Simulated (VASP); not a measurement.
Here is a VASP 6.6.1 calculation.

File INCAR:

```
PREC = Accurate
ENCUT = 520
EDIFF = 1E-8
ISMEAR = -1
SIGMA = 0.01
LREAL = F
LASPH = T
NELM = 60
ALGO = Normal
ISIF = 2
LWAVE = F
LCHARG = F
GGA = PE
LEFG = T
NBANDS = 24
```

KPOINTS

```
Automatic mesh
0
Gamma
  9 9 5
```

POSCAR

```
TaN
1.0
    3.1098202203      0.0000000000      0.0000000000
   -1.5549101102      2.6931833120      0.0000000000
    0.0000000000      0.0000000000      5.0368873428
Ta N
2 2
Direct
    0.3333333333      0.6666666667      0.0000000000
    0.6666666667      0.3333333333      0.5000000000
    0.3333333333      0.6666666667      0.3850000000
    0.6666666667      0.3333333333      0.8850000000
```

Potentials or basis: VASP PAW PBE potentials, release 64 (Ta_pv, N).

Command:

```console
$ cat potpaw_PBE.64/Ta_pv/POTCAR potpaw_PBE.64/N/POTCAR > POTCAR
$ mpirun -np 1 vasp_std > vasp.out
```

Task: What does it give for the largest force?

Result: 2.188 eV/Å.

Task: Estimate the band gap on the k mesh.

Result: Zero (band 16 reaches 9.69 eV, above the bottom of band 17 at 7.61 eV).

Task: Estimate the pressure.

Result: 101.0 GPa.

Stress tensor (GPa, compression positive):
```
107.37   0.00   0.00
  0.00 107.37   0.00
  0.00   0.00  88.19
```

Caveat: without QUAD_EFG the Cq values of the log hold for a quadrupole moment of 1 mb, not for the nuclei; spin-orbit coupling is left out, which moves the levels of the heavy elements; forces of over 1 eV/Å act on the atoms, so gaps and moduli don't describe the material at rest.
